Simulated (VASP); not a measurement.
# Rh (Im-3m) in VASP: a series of runs, part 3 of 3

VASP 6.6.1.

## (5) Single point, revPBE

This run uses another cell than the first one, of 14.71 Å³/atom, 1.136 times its volume.

File INCAR:

```
ALGO = Normal ; EDIFF = 1E-7
ENCUT = 520 ; GGA = RE
ISIF = 2 ; ISMEAR = -1
LASPH = T ; LCHARG = F
LREAL = F ; LWAVE = F
NBANDS = 14 ; NELM = 100
PREC = Accurate ; SIGMA = 0.1
```

File KPOINTS:

```
k-points
0
Gamma
  16 16 16
```

File POSCAR:

```
Rh
1.0
   -1.5434491523      1.5434491523      1.5434491523
    1.5434491523     -1.5434491523      1.5434491523
    1.5434491523      1.5434491523     -1.5434491523
Rh
1
Direct
    0.0000000000      0.0000000000      0.0000000000
```

Potentials or basis: VASP PAW PBE potentials, release 64 (Rh_pv).

On the command line:

```bash
cat potpaw_PBE.64/Rh_pv/POTCAR > POTCAR
mpirun -np 1 vasp_std > vasp.out
```

OUTCAR:

```text
EDIFF = 1E-7
   ENCUT = 520
   GGA = RE
   ISIF = 2
   ISMEAR = -1
   LASPH = T
   LREAL = F
   NELM = 100
   PREC = Accurate

 ion  position               nearest neighbor table
   1  0.000  0.000  0.000-

  LATTYP: Found a body centered cubic cell.
 ALAT       =     3.0868983046

  Lattice vectors:

 A1 = (  -1.5434491523,   1.5434491523,   1.5434491523)
 A2 = (   1.5434491523,  -1.5434491523,   1.5434491523)
 A3 = (   1.5434491523,   1.5434491523,  -1.5434491523)

Analysis of symmetry for initial positions (statically):
=====================================================================
 Subroutine PRICEL returns:
 Original cell was already a primitive cell.

 Routine SETGRP: Setting up the symmetry group for a
 body centered cubic supercell.

 Subroutine GETGRP returns: Found 48 space group operations
 (whereof 48 operations were pure point group operations)
 out of a pool of 48 trial point group operations.

The static configuration has the point symmetry O_h .

Analysis of symmetry for dynamics (positions and initial velocities):
=====================================================================
 Subroutine PRICEL returns:
 Original cell was already a primitive cell.

 Routine SETGRP: Setting up the symmetry group for a
 body centered cubic supercell.

 Subroutine GETGRP returns: Found 48 space group operations
 (whereof 48 operations were pure point group operations)
 out of a pool of 48 trial point group operations.

The dynamic configuration has the point symmetry O_h .

 Subroutine INISYM returns: Found 48 space group operations
 (whereof 48 operations are pure point group operations),
 and found     1 'primitive' translations

----------------------------------------------------------------------------------------

                                     Primitive cell

  volume of cell :      14.7074

[... 111 lines left out ...]
   GGA     = RE    functional components
   LHFCALC =     F    Hartree Fock is set to
   AEXX    =    0.0000 exact exchange contribution
   IVDW    =     0    specifies the selected vdW correction
   LEPSILON=     F    determine dielectric tensor
   LRPA    =     F    only Hartree local field effects (RPA)
 non-spin polarized calculation
  energy-cutoff  :      520.00
  volume of cell :       14.71
 maximum number of plane-waves:       420
   NGX =  9   NGY =  9   NGZ =  9

 number of electron      15.0000009 magnetization

 Free energy of the ion-electron system (eV)
  ---------------------------------------------------
  ext. energy  EPLUGINS =         0.00000000
  ---------------------------------------------------
  free energy    TOTEN  =        -6.44853175 eV

  energy without entropy =       -6.36946651  energy(sigma->0) =       -6.40899913

 E-fermi :  10.6230     XC(G=0): -13.5081

 val. band max:       10.6123568402   @ k =  -0.4375   0.5000   0.3750
 cond. band min:      10.6277491153   @ k =   0.2500   0.1875   0.0000
 fundamental gap:      0.0153922751
 Fermi energy:        10.6229731237

 k-point     1 :       0.0000    0.0000    0.0000
  band No.  band energies     occupation
      1     -35.3407      2.00000
      2     -35.3407      2.00000
      3     -35.3407      2.00000
      4       3.3415      2.00000
      5       7.9430      2.00000
      6       7.9430      2.00000
      7       7.9430      2.00000
      8      10.2026      1.97056
      9      10.2026      1.97056
     10      29.0333      0.00000
     11      29.0333      0.00000
     12      29.0333      0.00000
     13      31.8422      0.00000
     14      38.4305      0.00000
[... 377 lines left out ...]
      1     -35.8038      2.00000
      2     -35.5345      2.00000
      3     -35.3902      2.00000
      4       6.0956      2.00000
      5       7.0013      2.00000
      6       7.9892      2.00000
      7       9.8066      1.99943
      8      10.6277      0.97612
      9      12.8302      0.00000
     10      23.3162      0.00000
     11      24.8098      0.00000
     12      28.8569      0.00000
     13      31.8433      0.00000
     14      32.7085      0.00000

 [... further k-points ...]

------------------------ aborting loop because EDIFF is reached ----------------------------------------

  FORCE on cell =-STRESS in cart. coord.  units (eV):
  Direction    XX          YY          ZZ          XY          YZ          ZX
  --------------------------------------------------------------------------------------
  -------------------------------------------------------------------------------------
  Total        0.0045951      0.0045951      0.0045951      0.0000000      0.0000000      0.0000000
  in kB        0.5005755      0.5005755      0.5005755      0.0000000      0.0000000      0.0000000
  external PRESSURE =       0.5005755 kB  Pullay stress =       0.0000000 kB

 VOLUME and BASIS-vectors are now :
 -----------------------------------------------------------------------------
  energy-cutoff  :      520.00
  volume of cell :       14.71
      direct lattice vectors                 reciprocal lattice vectors
    -1.543449152  1.543449152  1.543449152     0.000000000  0.323949771  0.323949771
     1.543449152 -1.543449152  1.543449152     0.323949771  0.000000000  0.323949771
     1.543449152  1.543449152 -1.543449152     0.323949771  0.323949771  0.000000000

 POSITION                                       TOTAL-FORCE (eV/Angst)
 -----------------------------------------------------------------------------------
      0.00000      0.00000      0.00000        -0.000000      0.000000     -0.000000
 -----------------------------------------------------------------------------------
    total drift:                                0.000000     -0.000000      0.000000

  FREE ENERGIE OF THE ION-ELECTRON SYSTEM (eV)
  ---------------------------------------------------
  free  energy   TOTEN  =        -6.4485317498 eV

  energy  without entropy=       -6.3694665108  energy(sigma->0) =       -6.40899913
```

stdout:

```text
POSCAR found type information on POSCAR Rh
 POSCAR found :  1 types and       1 ions
 scaLAPACK will be used
 -----------------------------------------------------------------------------
|                                                                             |
|                                                                             |
|     You enforced a specific xc type in the INCAR file but a different       |
|     I HOPE YOU KNOW WHAT YOU ARE DOING!                                     |
|                                                                             |
 -----------------------------------------------------------------------------

 LDA part: xc-table for (Slater+PW92), standard interpolation
 POSCAR, INCAR and KPOINTS ok, starting setup
 FFT: planning ... GRIDC
 FFT: planning ... GRID_SOFT
 FFT: planning ... GRID
 WAVECAR not read
 entering main loop
```

Run time: 13 s. Hardware: 1 thread of Intel Xeon 6975P-C (Granite Rapids), shared host; peak memory 0.14 GiB.

What came out:

* Free energy: -6.4485 eV
* Pressure: 0.1 GPa

Caveat: the PAW data sets were made with another functional, which shifts forces and pressure a little.

## (6) Single point, revPBE (volume scaled by 1.04)

File INCAR:

```
SYSTEM = Rh
PREC = Accurate
ENCUT = 520
EDIFF = 1E-6
ISMEAR = -1
SIGMA = 0.1
LREAL = .FALSE.
LASPH = .TRUE.
NELM = 80
ALGO = Normal
ISIF = 2
LWAVE = .FALSE.
LCHARG = .FALSE.
GGA = RE
NBANDS = 14
```

File KPOINTS:

```
Automatic mesh
0
G
  16 16 16
  0 0 0
```

File POSCAR:

```
Rh
1.0
   -1.5637600230      1.5637600230      1.5637600230
    1.5637600230     -1.5637600230      1.5637600230
    1.5637600230      1.5637600230     -1.5637600230
Rh
1
Direct
    0.0000000000      0.0000000000      0.0000000000
```

Potentials or basis: VASP PAW PBE potentials, release 64 (Rh_pv).

On the command line:

```bash
cat potpaw_PBE.64/Rh_pv/POTCAR > POTCAR
mpirun -np 1 vasp_std > vasp.out
```

It took 12 s on 1 thread of Intel Xeon 6975P-C (Granite Rapids), shared host; peak memory 0.14 GiB.

It converged, with:

```
Free energy : -6.4343 eV
Pressure    : -7.6 GPa
```

Levels at points of the mesh, in eV from the Fermi level:
| k point | band 6 | band 7 | band 8 | band 9 | band 10 | band 11 |
| --- | --- | --- | --- | --- | --- | --- |
| (0.00, 0.00, 0.00) | -2.53 | -2.53 | -0.39 | -0.39 | 18.33 | 18.33 |
| (0.50, 0.00, 0.00) | -0.46 | -0.11 | 1.37 | 1.40 | 8.46 | 14.44 |
| (0.50, 0.50, 0.50) | 0.94 | 0.94 | 0.94 | 9.09 | 9.09 | 9.09 |

Caveat: the cell differs from its parent crystal (volume scaled by 1.04); the PAW data sets were made with another functional, which shifts forces and pressure a little.

## (7) Summary

```csv
cell,gap on the mesh (eV),pressure (GPa)
"a = 2.562 Å, angles 109.5°, 1 atom",none,38.9
"a = 2.600 Å, angles 109.5°, 1 atom",none,22.6
"a = 2.637 Å, angles 109.5°, 1 atom",none,10.0
"a = 2.673 Å, angles 109.5°, 1 atom",none,0.1
"a = 2.709 Å, angles 109.5°, 1 atom",none,-7.6
```

Alike in all rows: task single point; level revPBE; potentials or basis VASP PAW PBE potentials, release 64 (Rh_pv); no spin polarisation; k mesh 16 × 16 × 16; cutoff (eV) 520; smearing fermi-dirac 0.1 eV.

Caveats: the PAW data sets were made with another functional, which shifts forces and pressure a little.

Absolute energies hang on the potentials; compare differences alone.
